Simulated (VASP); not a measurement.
Input of a VASP 6.6.1 run:

INCAR

```
SYSTEM = NbAs
  ALGO = Normal
  EDIFF = 1E-8
  ENCUT = 520
  GGA = PE
  ISIF = 2
  ISMEAR = -1
  LASPH = .True.
  LCHARG = .False.
  LEFG = .True.
  LREAL = .False.
  LWAVE = .False.
  NBANDS = 16
  NELM = 100
  PREC = Accurate
  SIGMA = 0.05
```

KPOINTS

```
k-points
0
Gamma
  11 11 11
  0 0 0
```

File POSCAR:

```
NbAs
1.0
    0.0000000000      2.6893318562      2.6893318562
    2.6893318562      0.0000000000      2.6893318562
    2.6893318562      2.6893318562      0.0000000000
Nb As
1 1
Direct
    0.0000000000      0.0000000000      0.0000000000
    0.5000000000      0.5000000000      0.5000000000
```

Potentials or basis: VASP PAW PBE potentials, release 64 (Nb_sv, As).

The run is started by

```bash
$ cat potpaw_PBE.64/Nb_sv/POTCAR potpaw_PBE.64/As/POTCAR > POTCAR
$ mpirun -np 1 vasp_std > vasp.out
```

Q: What does it give for the band gap on the k mesh?

A: Zero (band 9 reaches 9.45 eV, above the bottom of band 10 at 7.81 eV).

Q: Predict the pressure.

A: -7.4 GPa.

Caveat: without QUAD_EFG the Cq values of the log hold for a quadrupole moment of 1 mb, not for the nuclei.
